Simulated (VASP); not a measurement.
# Li7ZnCl9 in VASP: notebook, part 2 of 3

VASP 6.6.1. Earlier steps stand in the parts before.

## Step 3: Single point, PBE

Input file INCAR:

```
PREC = Accurate ; ENCUT = 520
EDIFF = 1E-6 ; ISMEAR = -1
SIGMA = 0.1379 ; LREAL = Auto
LASPH = True ; NELM = 80
ALGO = Normal ; ISIF = 2
LWAVE = False ; LCHARG = True
GGA = PE ; LELF = True
LVHAR = True ; ISYM = 0
NBANDS = 62
```

Input file KPOINTS:

```
Automatic mesh
0
Gamma
  1 1 1
```

Input file POSCAR:

```
Li7ZnCl9
1.0
    7.3415680000      0.2514770000      0.2701260000
    0.2514770000      7.2254430000      0.1537620000
    0.2701260000      0.1537620000      6.8830560000
Li Cl Zn
7 9 1
Direct
    0.7448584514     -0.0335636730      0.5440332293
    1.0146603260      0.5608732460      0.7781350134
    0.0639347606      0.4061935533      0.2862118840
    0.7160276010      0.3455815641      0.8160705093
    0.4365865942      0.8854943436      0.9791925605
   -0.1107309999      0.8500153391      0.0386110855
    0.5630948508      0.5159146940      0.2798700701
    0.1830327113      0.9407498359      0.7469216478
    0.9895854443      0.0585352717      0.3123057174
    0.1614443137      0.6319217223      0.0581943755
    0.4532831241      0.8081649204      0.2848568119
    0.2868166678      0.3866157651      0.6694503935
    0.6794387235      0.6183426526      0.9015439265
    0.8517348066      0.6341684391      0.3993403913
    0.4934529049      0.2288991061      0.2697447989
    0.7088821876      0.0646912438      0.8680203147
    0.3142433900      0.1131962745      0.4871931021
```

Potentials or basis: VASP PAW PBE potentials, release 64 (Li_sv, Cl, Zn).

Run with:

```bash
> cat potpaw_PBE.64/Li_sv/POTCAR potpaw_PBE.64/Cl/POTCAR potpaw_PBE.64/Zn/POTCAR > POTCAR
> mpirun -np 1 vasp_gam > vasp.out
```

OUTCAR:

```text
PREC = Accurate
   ENCUT = 520
   EDIFF = 1E-6
   ISMEAR = -1
   LREAL = Auto
   LASPH = True
   NELM = 80
   ISIF = 2
   GGA = PE
   ISYM = 0

 ion  position               nearest neighbor table
   1  0.745  0.966  0.544-  16 2.36   9 2.42
   2  0.015  0.561  0.778-  10 2.37  12 2.38  13 2.56
   3  0.064  0.406  0.286-  14 2.31  10 2.33   9 2.61
   4  0.716  0.346  0.816-  16 2.05  13 2.08
   5  0.437  0.885  0.979-  11 2.17  16 2.51   8 2.55  13 2.58
   6  0.889  0.850  0.039-  16 2.31  10 2.47  13 2.61
   7  0.563  0.516  0.280-  15 2.18  11 2.21  14 2.55
   8  0.183  0.941  0.747-  17 2.32   5 2.55
   9  0.990  0.059  0.312-   1 2.42   3 2.61  17 2.81
  10  0.161  0.632  0.058-   3 2.33   2 2.37   6 2.47
  11  0.453  0.808  0.285-   5 2.17   7 2.21  17 2.76
  12  0.287  0.387  0.669-   2 2.38  17 2.38
  13  0.679  0.618  0.902-   4 2.08   2 2.56   5 2.58   6 2.61
  14  0.852  0.634  0.399-   3 2.31   7 2.55
  15  0.493  0.229  0.270-  17 2.10   7 2.18
  16  0.709  0.065  0.868-   4 2.05   6 2.31   1 2.36   5 2.51
  17  0.314  0.113  0.487-  15 2.10   8 2.32  12 2.38  11 2.76   9 2.81

IMPORTANT INFORMATION: All symmetrisations will be switched off!
NOSYMM: (Re-)initialisation of all symmetry stuff for point group C_1.

----------------------------------------------------------------------------------------

                                     Primitive cell

  volume of cell :     364.0039

  direct lattice vectors                    reciprocal lattice vectors
     7.341568000  0.251477000  0.270126000     0.136563041 -0.004641145 -0.005255746
     0.251477000  7.225443000  0.153762000    -0.004641145  0.138623375 -0.002914594
     0.270126000  0.153762000  6.883056000    -0.005255746 -0.002914594  0.145555676

  length of vectors
     7.350838689  7.231452826  6.890070443     0.136742924  0.138731666  0.145679691

  position of ions in fractional coordinates (direct lattice)
     0.744858451  0.966436327  0.544033229
     0.014660326  0.560873246  0.778135013
     0.063934761  0.406193553  0.286211884
     0.716027601  0.345581564  0.816070509
[... 106 lines left out ...]
   GGA     = PE    functional components
   LHFCALC =     F    Hartree Fock is set to
   AEXX    =    0.0000 exact exchange contribution
   IVDW    =     0    specifies the selected vdW correction
   LEPSILON=     F    determine dielectric tensor
   LRPA    =     F    only Hartree local field effects (RPA)
 non-spin polarized calculation
  energy-cutoff  :      520.00
  volume of cell :      364.00
 maximum number of plane-waves:      4901
 NGX is ok and might be reduce to    54
   NGX = 27   NGY = 27   NGZ = 25

 number of electron      96.0000021 magnetization

 Free energy of the ion-electron system (eV)
  ---------------------------------------------------
  ext. energy  EPLUGINS =         0.00000000
  ---------------------------------------------------
  free energy    TOTEN  =       -55.07504350 eV

  energy without entropy =      -55.07502375  energy(sigma->0) =      -55.07503363

 E-fermi :   1.9117     XC(G=0):  -7.7892

 val. band max:        0.0585512411   @ k =   0.0000   0.0000   0.0000
 cond. band min:       3.6910809499   @ k =   0.0000   0.0000   0.0000
 fundamental gap:      3.6325297088
 Fermi energy:         1.9117489053

 k-point     1 :       0.0000    0.0000    0.0000
  band No.  band energies     occupation
      1     -45.0708      2.00000
      2     -44.9956      2.00000
      3     -44.7651      2.00000
      4     -44.4882      2.00000
      5     -44.4293      2.00000
      6     -44.1950      2.00000
[... 52 lines left out ...]
     59       7.7686      0.00000
     60       7.9400      0.00000
 [bands above 60 left out]

------------------------ aborting loop because EDIFF is reached ----------------------------------------

  FORCE on cell =-STRESS in cart. coord.  units (eV):
  Direction    XX          YY          ZZ          XY          YZ          ZX
  --------------------------------------------------------------------------------------
  -------------------------------------------------------------------------------------
  Total        2.3652502     11.0428940      4.3856722     -0.8769565     -0.3445520     -3.5178800
  in kB       10.4107393     48.6057213     19.3037044     -3.8599577     -1.5165588    -15.4840839
  external PRESSURE =      26.1067216 kB  Pullay stress =       0.0000000 kB

 VOLUME and BASIS-vectors are now :
 -----------------------------------------------------------------------------
  energy-cutoff  :      520.00
  volume of cell :      364.00
      direct lattice vectors                 reciprocal lattice vectors
     7.341568000  0.251477000  0.270126000     0.136563041 -0.004641145 -0.005255746
     0.251477000  7.225443000  0.153762000    -0.004641145  0.138623375 -0.002914594
     0.270126000  0.153762000  6.883056000    -0.005255746 -0.002914594  0.145555676

 POSITION                                       TOTAL-FORCE (eV/Angst)
 -----------------------------------------------------------------------------------
      5.85842      7.25390      4.09442         0.390237     -0.412747     -0.471182
      0.45887      4.17589      5.44615         0.561289      0.389621     -0.143534
      0.64884      2.99501      2.04974        -0.048571      0.061969     -0.064174
      5.56411      2.80252      5.86361        -0.511015      0.217686     -0.257751
      3.69242      6.65844      6.99393        -0.401362     -0.073851     -0.485158
      6.75282      6.37130      0.63668         0.437422     -0.155823      0.623689
[... 9 lines left out ...]
      5.45505      0.77916      6.17607        -0.197937     -0.634992     -0.502413
      2.46711      0.97183      3.45567        -1.702855     -1.158775      1.317814
 -----------------------------------------------------------------------------------
    total drift:                                0.003616     -0.009390     -0.003964

  FREE ENERGIE OF THE ION-ELECTRON SYSTEM (eV)
  ---------------------------------------------------
  free  energy   TOTEN  =       -55.0750435021 eV

  energy  without entropy=      -55.0750237484  energy(sigma->0) =      -55.07503363
```

Run time: 31 s. Hardware: 1 thread of AMD EPYC 9R45 (Zen 5), shared host; peak memory 0.33 GiB.

What came out:

| Item | Value |
| --- | --- |
| Free energy | -55.0750 eV |
| Largest force | 2.445 eV/Å |
| Band gap on the k mesh | 3.63 eV |

Forces on the atoms (eV/Å):
```
Li   0.390 -0.413 -0.471
Li   0.561  0.390 -0.144
Li  -0.049  0.062 -0.064
Li  -0.511  0.218 -0.258
Li  -0.401 -0.074 -0.485
Li   0.437 -0.156  0.624
Li   0.149  0.602  0.110
Cl   0.598  0.197 -0.413
Cl   0.277  0.942 -0.001
Cl  -0.493 -0.617 -0.262
Cl   0.021  0.430  1.060
Cl  -0.183  0.003 -0.308
Cl   0.343  0.152  0.067
Cl  -0.287 -0.596  0.969
Cl   1.046  0.653 -1.239
Cl  -0.198 -0.635 -0.502
Zn  -1.703 -1.159  1.318
```

Levels at points of the mesh, in eV from the valence-band top:
```csv
k point,band 44,band 45,band 46,band 47,band 48,band 49,band 50,band 51,band 52,band 53
"(0.00, 0.00, 0.00)",-0.75,-0.60,-0.29,-0.08,0.00,3.63,4.70,5.19,5.56,6.05
```

Caveat: the k points lie up to 0.92 Å⁻¹ apart; the cutoff is under 1.25 times the usual one of these potentials, so pressure, stress and relaxed cells hold a basis-set (Pulay) error.

(Part 2 of 3 ends here.)
